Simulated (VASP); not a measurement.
# BiTe in VASP: single point with PBE

Aim: the single point of BiTe with PBE.

Program: VASP 6.6.1. These are calculated values, not measurements. Logs are shortened: lines on timing, memory, paths and dates and some standing lists are left out, and cuts for length are marked.

**1. The cell of the first run**

The cell holds a wire or tube with vacuum around it, 12 atoms: a = 15.900 Å, b = 19.100 Å, c = 4.598 Å, α = 90.00°, β = 90.00°, γ = 90.00°.

**2. Single point, PBE**

INCAR

```
SYSTEM = BiTe
ALGO = Normal
EDIFF = 1E-6
ENCUT = 520
GGA = PE
ISIF = 2
ISMEAR = 0
LASPH = .True.
LCHARG = .False.
LREAL = .False.
LWAVE = .False.
NBANDS = 75
NELM = 80
PREC = Accurate
SIGMA = 0.05
```

KPOINTS

```
k-points
0
Gamma
  1 1 12
  0 0 0
```

POSCAR

```
BiTe
1.0
   15.9000000000      0.0000000000      0.0000000000
    0.0000000000     19.1000000000      0.0000000000
    0.0000000000      0.0000000000      4.5978828781
Bi Te
6 6
Direct
    0.5722937559      0.5851097948      0.0000000000
    0.5722937559      0.2446706155      0.0000000000
    0.4277062441      0.7553293845      0.5000000000
    0.4277062441      0.4148902052      0.5000000000
    0.7168812678      0.4148902052      0.5000000000
    0.2831187322      0.5851097948      0.0000000000
    0.7168812678      0.5851097948      0.5000000000
    0.2831187322      0.4148902052      0.0000000000
    0.5722937559      0.7553293845      0.0000000000
    0.5722937559      0.4148902052      0.0000000000
    0.4277062441      0.5851097948      0.5000000000
    0.4277062441      0.2446706155      0.5000000000
```

Potentials or basis: VASP PAW PBE potentials, release 64 (Bi_d, Te).

Started as:

```
cat potpaw_PBE.64/Bi_d/POTCAR potpaw_PBE.64/Te/POTCAR > POTCAR
mpirun -np 1 vasp_std > vasp.out
```

OUTCAR:

```text
SYSTEM = BiTe
   EDIFF = 1E-6
   ENCUT = 520
   GGA = PE
   ISIF = 2
   ISMEAR = 0
   LASPH = .True.
   LREAL = .False.
   NELM = 80
   PREC = Accurate

 ion  position               nearest neighbor table
   1  0.572  0.585  0.000-  11 3.25  11 3.25  10 3.25   7 3.25   7 3.25   9 3.25
   2  0.572  0.245  0.000-  12 3.25  12 3.25  10 3.25
   3  0.428  0.755  0.500-   9 3.25   9 3.25  11 3.25
   4  0.428  0.415  0.500-  10 3.25  10 3.25  11 3.25   8 3.25   8 3.25  12 3.25
   5  0.717  0.415  0.500-   7 3.25  10 3.25  10 3.25
   6  0.283  0.585  0.000-   8 3.25  11 3.25  11 3.25
   7  0.717  0.585  0.500-   5 3.25   1 3.25   1 3.25
   8  0.283  0.415  0.000-   6 3.25   4 3.25   4 3.25
   9  0.572  0.755  0.000-   3 3.25   3 3.25   1 3.25
  10  0.572  0.415  0.000-   4 3.25   4 3.25   1 3.25   5 3.25   5 3.25   2 3.25
  11  0.428  0.585  0.500-   1 3.25   1 3.25   4 3.25   6 3.25   6 3.25   3 3.25
  12  0.428  0.245  0.500-   2 3.25   2 3.25   4 3.25

  LATTYP: Found a simple orthorhombic cell.
 ALAT       =     4.5978828781
 B/A-ratio  =     3.4581133147
 C/A-ratio  =     4.1540858057

  Lattice vectors:

 A1 = (   0.0000000000,   0.0000000000,   4.5978828781)
 A2 = (  15.9000000000,   0.0000000000,   0.0000000000)
 A3 = (   0.0000000000,  19.1000000000,   0.0000000000)

Analysis of symmetry for initial positions (statically):
=====================================================================
 Subroutine PRICEL returns:
 Original cell was already a primitive cell.

 Routine SETGRP: Setting up the symmetry group for a
 simple orthorhombic supercell.

 Subroutine GETGRP returns: Found  4 space group operations
 (whereof  2 operations were pure point group operations)
 out of a pool of  8 trial point group operations.

The static configuration has the point symmetry C_1h.
 The point group associated with its full space group is C_2h.

Analysis of symmetry for dynamics (positions and initial velocities):
=====================================================================
 Subroutine PRICEL returns:
 Original cell was already a primitive cell.

 Routine SETGRP: Setting up the symmetry group for a
 simple orthorhombic supercell.

 Subroutine GETGRP returns: Found  4 space group operations
 (whereof  2 operations were pure point group operations)
 out of a pool of  8 trial point group operations.

The dynamic configuration has the point symmetry C_1h.
 The point group associated with its full space group is C_2h.

 Subroutine INISYM returns: Found  4 space group operations
 (whereof  2 operations are pure point group operations),
 and found     1 'primitive' translations

----------------------------------------------------------------------------------------

                                     Primitive cell

  volume of cell :    1396.3311

  direct lattice vectors                    reciprocal lattice vectors
    15.900000000  0.000000000  0.000000000     0.062893082  0.000000000  0.000000000
     0.000000000 19.100000000  0.000000000     0.000000000  0.052356021  0.000000000
     0.000000000  0.000000000  4.597882878     0.000000000  0.000000000  0.217491403

  length of vectors
    15.900000000 19.100000000  4.597882878     0.062893082  0.052356021  0.217491403

  position of ions in fractional coordinates (direct lattice)
     0.572293756  0.585109795  0.000000000
     0.572293756  0.244670615  0.000000000
     0.427706244  0.755329385  0.500000000
     0.427706244  0.414890205  0.500000000
     0.716881268  0.414890205  0.500000000
     0.283118732  0.585109795  0.000000000
     0.716881268  0.585109795  0.500000000
     0.283118732  0.414890205  0.000000000
     0.572293756  0.755329385  0.000000000
     0.572293756  0.414890205  0.000000000
     0.427706244  0.585109795  0.500000000
     0.427706244  0.244670615  0.500000000

  ion indices of the primitive-cell ions
   primitive index   ion index
                 1           1
                 2           2
                 3           3
                 4           4
                 5           5
                 6           6
                 7           7
                 8           8
                 9           9
                10          10
                11          11
                12          12

----------------------------------------------------------------------------------------

 KPOINTS: k-points

Automatic generation of k-mesh.
 Grid dimensions read from file:
 generate k-points for:    1    1   12

 Generating k-lattice:

  Cartesian coordinates                     Fractional coordinates (reciprocal lattice)
     0.062893082  0.000000000  0.000000000     1.000000000  0.000000000  0.000000000
     0.000000000  0.052356021  0.000000000     0.000000000  1.000000000  0.000000000
     0.000000000  0.000000000  0.018124284     0.000000000  0.000000000  0.083333333

  Length of vectors
     0.062893082  0.052356021  0.018124284

  Shift w.r.t. Gamma in fractional coordinates (k-lattice)
     0.000000000  0.000000000  0.000000000

 Subroutine IBZKPT returns following result:
 ===========================================

 Found      7 irreducible k-points:

 Following reciprocal coordinates:
            Coordinates               Weight
  0.000000  0.000000  0.000000      1.000000
  0.000000  0.000000  0.083333      2.000000
  0.000000  0.000000  0.166667      2.000000
  0.000000  0.000000  0.250000      2.000000
  0.000000  0.000000  0.333333      2.000000
  0.000000  0.000000  0.416667      2.000000
  0.000000  0.000000  0.500000      1.000000
   k-points           NKPTS =      7   k-points in BZ     NKDIM =      7   number of bands    NBANDS=     75
   number of dos      NEDOS =    301   number of ions     NIONS =     12
   total plane-waves  NPLWV = 622080
   dimension x,y,z NGX =   120 NGY =  144 NGZ =   36
   dimension x,y,z NGXF=   240 NGYF=  288 NGZF=   72
   ions per type =               6   6
   NGX,Y,Z   is equivalent  to a cutoff of  12.55, 12.53, 13.02 a.u.
   NGXF,Y,Z  is equivalent  to a cutoff of  25.09, 25.07, 26.03 a.u.
 SYSTEM =  BiTe
   PREC   = accura    normal or accurate (medium, high low for compatibility)
   ISTART =      0    job   : 0-new  1-cont  2-samecut
   ICHARG =      2    charge: 1-file 2-atom 10-const
   ISPIN  =      1    spin polarized calculation?
   LNONCOLLINEAR =      F non collinear calculations
   LSORBIT =      F    spin-orbit coupling
   LASPH  =      T    aspherical Exc in radial PAW
   ENCUT  =  520.0 eV  38.22 Ry    6.18 a.u.  29.56 35.51  8.55*2*pi/ulx,y,z
   NELM   =     80;   NELMIN=  2; NELMDL= -5     # of ELM steps
   EDIFF  = 0.1E-05   stopping-criterion for ELM
   LREAL  =      F    real-space projection
   EDIFFG = 0.1E-04   stopping-criterion for IOM
   NSW    =      0    number of steps for IOM
   IBRION =     -1    ionic relax: 0-MD 1-quasi-New 2-CG
   NFREE  =      0    steps in history (QN), initial steepest desc. (CG)
   ISIF   =      2    stress and relaxation
   ISYM   =      2    0-nonsym 1-usesym 2-fastsym
   POTIM  = 0.5000    time-step for ionic-motion
   TEBEG  =    0.0;   TEEND  =   0.0 temperature during run
   PSTRESS=    0.0 pullay stress
   NELECT =     126.0000    total number of electrons
   NUPDOWN=      -1.0000    fix difference up-down
   EMIN   =  10.00;   EMAX   =-10.00  energy-range for DOS
   EFERMI =   0.00;   METHOD = LEGACY
   ISMEAR =     0;   SIGMA  =   0.05  broadening in eV -4-tet -1-fermi 0-gaus
   EFERMI_NEDOS =   21; number of points for ismear=-14 and -15
   IALGO  =     38    algorithm
   IMIX   =      4    mixing-type and parameters
     AMIX     =   0.40;   BMIX     =  1.00
     AMIX_MAG =   1.60;   BMIX_MAG =  1.00
  volume/ion in A,a.u.               =     116.36       785.24
  Fermi-wavevector in a.u.,A,eV,Ry     =   0.734292  1.387611  7.336057  0.539185
  Thomas-Fermi vector in A             =   1.827209
   LORBIT       =      0    0 simple, 1 ext, 2 COOP (PROOUT), +10 PAW based schemes
   GGA     = PE    functional components
   LHFCALC =     F    Hartree Fock is set to
   AEXX    =    0.0000 exact exchange contribution
   IVDW    =     0    specifies the selected vdW correction
   LEPSILON=     F    determine dielectric tensor
   LRPA    =     F    only Hartree local field effects (RPA)
 non-spin polarized calculation
 Gauss-broadening in eV      SIGMA  =   0.05
  energy-cutoff  :      520.00
  volume of cell :     1396.33
 maximum number of plane-waves:     37665
 NGX is ok and might be reduce to   120
   NGX = 59   NGY = 71   NGZ = 17

 number of electron     125.9999988 magnetization

 Free energy of the ion-electron system (eV)
  ---------------------------------------------------
  ext. energy  EPLUGINS =         0.00000000
  ---------------------------------------------------
  free energy    TOTEN  =       -39.08010126 eV

  energy without entropy =      -39.06695403  energy(sigma->0) =      -39.07352765

 E-fermi :  -1.0046     XC(G=0):  -3.7882

 val. band max:       -1.0320072455   @ k =   0.0000   0.0000   0.2500
 cond. band min:      -0.9936161026   @ k =   0.0000   0.0000   0.0833
 fundamental gap:      0.0383911430
 Fermi energy:        -1.0046474721

 k-point     1 :       0.0000    0.0000    0.0000
  band No.  band energies     occupation
      1     -24.4374      2.00000
      2     -24.4374      2.00000
      3     -24.4312      2.00000
      4     -24.4312      2.00000
      5     -24.3704      2.00000
      6     -24.3704      2.00000
[... 67 lines left out ...]
     74       0.5339      0.00000
     75       0.6883      0.00000
[... 466 lines left out ...]
     74       1.1303      0.00000
     75       1.2341      0.00000

------------------------ aborting loop because EDIFF is reached ----------------------------------------

  FORCE on cell =-STRESS in cart. coord.  units (eV):
  Direction    XX          YY          ZZ          XY          YZ          ZX
  --------------------------------------------------------------------------------------
  -------------------------------------------------------------------------------------
  Total      -10.0762958    -13.2856447    -13.1409466     -2.5650497      0.0000000      0.0000000
  in kB      -11.5617372    -15.2442064    -15.0781770     -2.9431878      0.0000000      0.0000000
  external PRESSURE =     -13.9613735 kB  Pullay stress =       0.0000000 kB

 VOLUME and BASIS-vectors are now :
 -----------------------------------------------------------------------------
  energy-cutoff  :      520.00
  volume of cell :     1396.33
      direct lattice vectors                 reciprocal lattice vectors
    15.900000000  0.000000000  0.000000000     0.062893082  0.000000000  0.000000000
     0.000000000 19.100000000  0.000000000     0.000000000  0.052356021  0.000000000
     0.000000000  0.000000000  4.597882878     0.000000000  0.000000000  0.217491403

 POSITION                                       TOTAL-FORCE (eV/Angst)
 -----------------------------------------------------------------------------------
      9.09947     11.17560      0.00000         0.574770      0.115937      0.000000
      9.09947      4.67321      0.00000        -1.325815      0.186224      0.000000
      6.80053     14.42679      2.29894         1.325815     -0.186224      0.000000
      6.80053      7.92440      2.29894        -0.574770     -0.115937      0.000000
     11.39841      7.92440      2.29894        -0.142894      1.052406      0.000000
      4.50159     11.17560      0.00000         0.142894     -1.052406      0.000000
     11.39841     11.17560      2.29894        -0.588926     -1.388833      0.000000
      4.50159      7.92440      0.00000         0.588926      1.388833      0.000000
      9.09947     14.42679      0.00000        -1.568107     -0.386319      0.000000
      9.09947      7.92440      0.00000         0.186072     -0.014639      0.000000
      6.80053     11.17560      2.29894        -0.186072      0.014639      0.000000
      6.80053      4.67321      2.29894         1.568107      0.386319      0.000000
 -----------------------------------------------------------------------------------
    total drift:                                0.000000      0.000000     -0.000000

  FREE ENERGIE OF THE ION-ELECTRON SYSTEM (eV)
  ---------------------------------------------------
  free  energy   TOTEN  =       -39.0801012611 eV

  energy  without entropy=      -39.0669540327  energy(sigma->0) =      -39.07352765
```

It took 42 min on 1 thread of AMD EPYC 7R43 (Zen 3), shared host; peak memory 1.3 GiB.

What came out:

| Quantity | Value |
| --- | --- |
| Free energy | -39.0801 eV |
| Largest force | 1.615 eV/Å |
| Band gap on the k mesh | zero (bands 63 and 64 overlap by 0.16 eV) |

Forces on the atoms (eV/Å):
```
Bi   0.575  0.116  0.000
Bi  -1.326  0.186  0.000
Bi   1.326 -0.186  0.000
Bi  -0.575 -0.116  0.000
Bi  -0.143  1.052  0.000
Bi   0.143 -1.052  0.000
Te  -0.589 -1.389  0.000
Te   0.589  1.389  0.000
Te  -1.568 -0.386  0.000
Te   0.186 -0.015  0.000
Te  -0.186  0.015  0.000
Te   1.568  0.386  0.000
```

Caveat: spin-orbit coupling is left out, which moves the levels of the heavy elements.

The gap in the log of VASP goes by the Fermi energy; the results here count the filled bands.